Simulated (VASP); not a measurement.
# GaN (l.bB) (F-43m) in VASP: a series of runs

GaN (l.bB) is run at these levels: LDA; tasks: single point.

All numbers are computed with VASP 6.6.1; they aren't measurements. Logs are shortened: lines on timing, memory, paths and dates and some standing lists are left out, and cuts for length are marked.

## (1) The cell of the first run

Symmetry: F-43m, No. 216, cubic system. Conventional cell: a = 4.455 Å, b = 4.455 Å, c = 4.455 Å, α = 90.00°, β = 90.00°, γ = 90.00°. Within 2.6 Å of Ga (site symmetry -43m) lie 4 N at 1.93 Å. N (site symmetry -43m) has 4 Ga at 1.93 Å within 2.6 Å.

## (2) Single point, LDA

Contents of INCAR:

```
PREC = Accurate
ENCUT = 600
EDIFF = 1E-6
ISMEAR = 0
SIGMA = 0.02
LREAL = F
LASPH = T
NELM = 120
ALGO = Normal
ISIF = 2
LWAVE = F
LCHARG = T
LELF = T
LVHAR = T
NBANDS = 16
GGA_COMPAT = F
```

Contents of KPOINTS:

```
regular mesh
0
Gamma
  10 10 10
```

Contents of POSCAR:

```
GaN
1.0
    0.0000000000      2.2276018791      2.2276018791
    2.2276018791      0.0000000000      2.2276018791
    2.2276018791      2.2276018791      0.0000000000
Ga N
1 1
Direct
    0.0000000000      0.0000000000      0.0000000000
    0.2500000000      0.2500000000      0.2500000000
```

Potentials or basis: VASP PAW LDA potentials, release 64 (Ga_d, N).

The run is started by

```sh
$ cat potpaw_LDA.64/Ga_d/POTCAR potpaw_LDA.64/N/POTCAR > POTCAR
$ mpirun -np 1 vasp_std > vasp.out
```

OUTCAR:

```text
PREC = Accurate
   ENCUT = 600
   EDIFF = 1E-6
   ISMEAR = 0
   LREAL = F
   LASPH = T
   NELM = 120
   ISIF = 2

 ion  position               nearest neighbor table
   1  0.000  0.000  0.000-   2 1.93   2 1.93   2 1.93   2 1.93
   2  0.250  0.250  0.250-   1 1.93   1 1.93   1 1.93   1 1.93

  LATTYP: Found a face centered cubic cell.
 ALAT       =     4.4552037582

  Lattice vectors:

 A1 = (   0.0000000000,   2.2276018791,   2.2276018791)
 A2 = (   2.2276018791,   0.0000000000,   2.2276018791)
 A3 = (   2.2276018791,   2.2276018791,   0.0000000000)

Analysis of symmetry for initial positions (statically):
=====================================================================
 Subroutine PRICEL returns:
 Original cell was already a primitive cell.

 Routine SETGRP: Setting up the symmetry group for a
 face centered cubic supercell.

 Subroutine GETGRP returns: Found 24 space group operations
 (whereof 24 operations were pure point group operations)
 out of a pool of 48 trial point group operations.

The static configuration has the point symmetry T_d .

Analysis of symmetry for dynamics (positions and initial velocities):
=====================================================================
 Subroutine PRICEL returns:
 Original cell was already a primitive cell.

 Routine SETGRP: Setting up the symmetry group for a
 face centered cubic supercell.

 Subroutine GETGRP returns: Found 24 space group operations
 (whereof 24 operations were pure point group operations)
 out of a pool of 48 trial point group operations.

The dynamic configuration has the point symmetry T_d .

 Subroutine INISYM returns: Found 24 space group operations
 (whereof 24 operations are pure point group operations),
 and found     1 'primitive' translations

----------------------------------------------------------------------------------------

                                     Primitive cell

  volume of cell :      22.1077

  direct lattice vectors                    reciprocal lattice vectors
     0.000000000  2.227601879  2.227601879    -0.224456625  0.224456625  0.224456625
     2.227601879  0.000000000  2.227601879     0.224456625 -0.224456625  0.224456625
     2.227601879  2.227601879  0.000000000     0.224456625  0.224456625 -0.224456625

  length of vectors
     3.150304789  3.150304789  3.150304789     0.388770279  0.388770279  0.388770279

  position of ions in fractional coordinates (direct lattice)
     0.000000000  0.000000000  0.000000000
     0.250000000  0.250000000  0.250000000

  ion indices of the primitive-cell ions
   primitive index   ion index
                 1           1
                 2           2

----------------------------------------------------------------------------------------

 KPOINTS: regular mesh

Automatic generation of k-mesh.
 Grid dimensions read from file:
 generate k-points for:   10   10   10

 Generating k-lattice:

  Cartesian coordinates                     Fractional coordinates (reciprocal lattice)
    -0.022445663  0.022445663  0.022445663     0.100000000  0.000000000  0.000000000
     0.022445663 -0.022445663  0.022445663     0.000000000  0.100000000  0.000000000
     0.022445663  0.022445663 -0.022445663     0.000000000  0.000000000  0.100000000

  Length of vectors
     0.038877028  0.038877028  0.038877028

  Shift w.r.t. Gamma in fractional coordinates (k-lattice)
     0.000000000  0.000000000  0.000000000

 Subroutine IBZKPT returns following result:
 ===========================================

 Found     47 irreducible k-points:

 Following reciprocal coordinates:
            Coordinates               Weight
  0.000000  0.000000  0.000000      1.000000
  0.100000  0.000000  0.000000      8.000000
  0.200000  0.000000  0.000000      8.000000
  0.300000  0.000000  0.000000      8.000000
  0.400000  0.000000  0.000000      8.000000
  0.500000  0.000000  0.000000      4.000000
[... 16 lines left out ...]
  0.300000  0.300000  0.000000      6.000000
  0.400000  0.300000  0.000000     24.000000
 [... further k-points ...]
   k-points           NKPTS =     47   k-points in BZ     NKDIM =     47   number of bands    NBANDS=     16
   number of dos      NEDOS =    301   number of ions     NIONS =      2
   total plane-waves  NPLWV =  21952
   dimension x,y,z NGX =    28 NGY =   28 NGZ =   28
   dimension x,y,z NGXF=    56 NGYF=   56 NGZF=   56
   ions per type =               1   1
   NGX,Y,Z   is equivalent  to a cutoff of  14.78, 14.78, 14.78 a.u.
   NGXF,Y,Z  is equivalent  to a cutoff of  29.55, 29.55, 29.55 a.u.
 SYSTEM =  unknown system
   PREC   = accura    normal or accurate (medium, high low for compatibility)
   ISTART =      0    job   : 0-new  1-cont  2-samecut
   ICHARG =      2    charge: 1-file 2-atom 10-const
   ISPIN  =      1    spin polarized calculation?
   LNONCOLLINEAR =      F non collinear calculations
   LSORBIT =      F    spin-orbit coupling
   LASPH  =      T    aspherical Exc in radial PAW
   ENCUT  =  600.0 eV  44.10 Ry    6.64 a.u.   6.29  6.29  6.29*2*pi/ulx,y,z
   NELM   =    120;   NELMIN=  2; NELMDL= -5     # of ELM steps
   EDIFF  = 0.1E-05   stopping-criterion for ELM
   LREAL  =      F    real-space projection
   EDIFFG = 0.1E-04   stopping-criterion for IOM
   NSW    =      0    number of steps for IOM
   IBRION =     -1    ionic relax: 0-MD 1-quasi-New 2-CG
   NFREE  =      0    steps in history (QN), initial steepest desc. (CG)
   ISIF   =      2    stress and relaxation
   ISYM   =      2    0-nonsym 1-usesym 2-fastsym
   POTIM  = 0.5000    time-step for ionic-motion
   TEBEG  =    0.0;   TEEND  =   0.0 temperature during run
   PSTRESS=    0.0 pullay stress
   NELECT =      18.0000    total number of electrons
   NUPDOWN=      -1.0000    fix difference up-down
   EMIN   =  10.00;   EMAX   =-10.00  energy-range for DOS
   EFERMI =   0.00;   METHOD = LEGACY
   ISMEAR =     0;   SIGMA  =   0.02  broadening in eV -4-tet -1-fermi 0-gaus
   EFERMI_NEDOS =   21; number of points for ismear=-14 and -15
   IALGO  =     38    algorithm
   IMIX   =      4    mixing-type and parameters
     AMIX     =   0.40;   BMIX     =  1.00
     AMIX_MAG =   1.60;   BMIX_MAG =  1.00
  volume/ion in A,a.u.               =      11.05        74.59
  Fermi-wavevector in a.u.,A,eV,Ry     =   1.528685  2.888796 31.795166  2.336879
  Thomas-Fermi vector in A             =   2.636410
   LORBIT       =      0    0 simple, 1 ext, 2 COOP (PROOUT), +10 PAW based schemes
   GGA     = CA    functional components
   LHFCALC =     F    Hartree Fock is set to
   AEXX    =    0.0000 exact exchange contribution
   IVDW    =     0    specifies the selected vdW correction
   LEPSILON=     F    determine dielectric tensor
   LRPA    =     F    only Hartree local field effects (RPA)
 non-spin polarized calculation
 Gauss-broadening in eV      SIGMA  =   0.02
  energy-cutoff  :      600.00
  volume of cell :       22.11
 maximum number of plane-waves:       754
 NGX is ok and might be reduce to    28
   NGX = 13   NGY = 13   NGZ = 13

 number of electron      18.0000001 magnetization

 Free energy of the ion-electron system (eV)
  ---------------------------------------------------
  ext. energy  EPLUGINS =         0.00000000
  ---------------------------------------------------
  free energy    TOTEN  =       -13.94407994 eV

  energy without entropy =      -13.94407994  energy(sigma->0) =      -13.94407994

 E-fermi :   5.6264     XC(G=0): -12.3044

 val. band max:        5.4205460218   @ k =   0.0000   0.0000   0.0000
 cond. band min:       7.3933724842   @ k =   0.0000   0.0000   0.0000
 fundamental gap:      1.9728264624
 Fermi energy:         5.6263905522

 k-point     1 :       0.0000    0.0000    0.0000
  band No.  band energies     occupation
      1     -10.6886      2.00000
      2      -8.1706      2.00000
      3      -8.1706      2.00000
      4      -8.1706      2.00000
      5      -7.8162      2.00000
      6      -7.8162      2.00000
[... 8 lines left out ...]
     15      24.3643      0.00000
     16      24.3643      0.00000

 k-point     2 :       0.1000    0.0000    0.0000
  band No.  band energies     occupation
      1     -10.5689      2.00000
      2      -8.1556      2.00000
      3      -8.1556      2.00000
      4      -8.1327      2.00000
      5      -7.8177      2.00000
      6      -7.8177      2.00000
[... 8 lines left out ...]
     15      23.0823      0.00000
     16      23.0823      0.00000

 k-point     3 :       0.2000    0.0000    0.0000
  band No.  band energies     occupation
      1     -10.2671      2.00000
      2      -8.1207      2.00000
      3      -8.1207      2.00000
      4      -7.9667      2.00000
      5      -7.8166      2.00000
      6      -7.8166      2.00000
[... 8 lines left out ...]
     15      22.3070      0.00000
     16      22.3070      0.00000

 k-point     4 :       0.3000    0.0000    0.0000
  band No.  band energies     occupation
      1      -9.9491      2.00000
      2      -8.0899      2.00000
      3      -8.0899      2.00000
      4      -7.8017      2.00000
      5      -7.8017      2.00000
      6      -7.5414      2.00000
[... 8 lines left out ...]
     15      22.8156      0.00000
     16      22.8156      0.00000
[... 324 lines left out ...]
 k-point    22 :      -0.2000    0.2000    0.0000
  band No.  band energies     occupation
      1      -9.8516      2.00000
      2      -8.0731      2.00000
      3      -8.0554      2.00000
      4      -7.8417      2.00000
      5      -7.8355      2.00000
      6      -7.3453      2.00000
[... 8 lines left out ...]
     15      22.9205      0.00000
     16      26.2130      0.00000

 k-point    23 :       0.3000    0.3000    0.0000
  band No.  band energies     occupation
      1      -9.7602      2.00000
      2      -8.0177      2.00000
      3      -7.9607      2.00000
      4      -7.9607      2.00000
      5      -7.7605      2.00000
      6      -7.3295      2.00000
[... 8 lines left out ...]
     15      27.7341      0.00000
     16      28.3223      0.00000

 k-point    24 :       0.4000    0.3000    0.0000
  band No.  band energies     occupation
      1      -9.6405      2.00000
      2      -8.0361      2.00000
      3      -7.9234      2.00000
      4      -7.9221      2.00000
      5      -7.7493      2.00000
      6      -6.8247      2.00000
[... 8 lines left out ...]
     15      28.1237      0.00000
     16      28.1582      0.00000

 [... further k-points ...]
[... 5 lines left out ...]
  --------------------------------------------------------------------------------------
  -------------------------------------------------------------------------------------
  Total        0.1439297      0.1439297      0.1439297     -0.0000000      0.0000000      0.0000000
  in kB       10.4308128     10.4308128     10.4308128     -0.0000000      0.0000000      0.0000000
  external PRESSURE =      10.4308128 kB  Pullay stress =       0.0000000 kB

 VOLUME and BASIS-vectors are now :
 -----------------------------------------------------------------------------
  energy-cutoff  :      600.00
  volume of cell :       22.11
      direct lattice vectors                 reciprocal lattice vectors
     0.000000000  2.227601879  2.227601879    -0.224456625  0.224456625  0.224456625
     2.227601879  0.000000000  2.227601879     0.224456625 -0.224456625  0.224456625
     2.227601879  2.227601879  0.000000000     0.224456625  0.224456625 -0.224456625

 POSITION                                       TOTAL-FORCE (eV/Angst)
 -----------------------------------------------------------------------------------
      0.00000      0.00000      0.00000         0.000000     -0.000000     -0.000000
      1.11380      1.11380      1.11380        -0.000000      0.000000      0.000000
 -----------------------------------------------------------------------------------
    total drift:                               -0.000000     -0.000000      0.000000

  FREE ENERGIE OF THE ION-ELECTRON SYSTEM (eV)
  ---------------------------------------------------
  free  energy   TOTEN  =       -13.9440799433 eV

  energy  without entropy=      -13.9440799433  energy(sigma->0) =      -13.94407994
```

Run time: 27 s. Hardware: 1 thread of Intel Xeon Platinum 8375C at 2.90GHz (Ice Lake), shared host; peak memory 0.15 GiB.

What came out:

```yaml
Free_energy: -13.9441 eV
Pressure: 1.0 GPa
Band_gap_on_the_k_mesh: 1.97 eV, direct
```

Levels at points of the mesh, in eV from the valence-band top:
```
           k point  band 5  band 6  band 7  band 8  band 9  band 10  band 11  band 12  band 13  band 14
(0.00, 0.00, 0.00)  -13.24  -13.24    0.00    0.00    0.00     1.97    10.33    10.33    10.33    17.77
(0.50, 0.00, 0.00)  -13.18  -11.86   -7.35   -1.02   -1.02     4.78     8.77    10.38    10.38    15.69
(0.50, 0.50, 0.00)  -13.15  -11.39   -6.35   -2.86   -2.86     3.26     6.69    11.75    14.12    14.12
```

## (3) Single point, LDA

Contents of INCAR:

```
SYSTEM = GaN
ALGO = Normal ; EDIFF = 1E-6
ENCUT = 600 ; GGA_COMPAT = .False.
ISIF = 2 ; ISMEAR = 0
LASPH = .True. ; LCHARG = .False.
LREAL = .False. ; LWAVE = .False.
NBANDS = 16 ; NELM = 120
PREC = Accurate ; SIGMA = 0.02
```

Contents of KPOINTS:

```
k-points
0
Gamma
  10 10 10
  0 0 0
```

POSCAR is that of step 2.

Potentials or basis: VASP PAW LDA potentials, release 64 (Ga_d, N).

The run is started by

```sh
$ cat potpaw_LDA.64/Ga_d/POTCAR potpaw_LDA.64/N/POTCAR > POTCAR
$ mpirun -np 1 vasp_std > vasp.out
```

It took 30 s on 1 thread of Intel Xeon Platinum 8375C at 2.90GHz (Ice Lake), shared host; peak memory 0.15 GiB.

It converged, with:

| Property | Result |
| --- | --- |
| Free energy | -13.9441 eV |
| Pressure | 1.0 GPa |
| Band gap on the k mesh | 1.97 eV, direct |

Levels at points of the mesh, in eV from the valence-band top:
```
           k point  band 6  band 7  band 8  band 9  band 10  band 11  band 12  band 13
(0.00, 0.00, 0.00)  -13.24    0.00    0.00    0.00     1.97    10.33    10.33    10.33
(0.50, 0.00, 0.00)  -11.86   -7.35   -1.02   -1.02     4.78     8.77    10.38    10.38
(0.50, 0.50, 0.00)  -11.39   -6.35   -2.86   -2.86     3.26     6.69    11.75    14.12
```
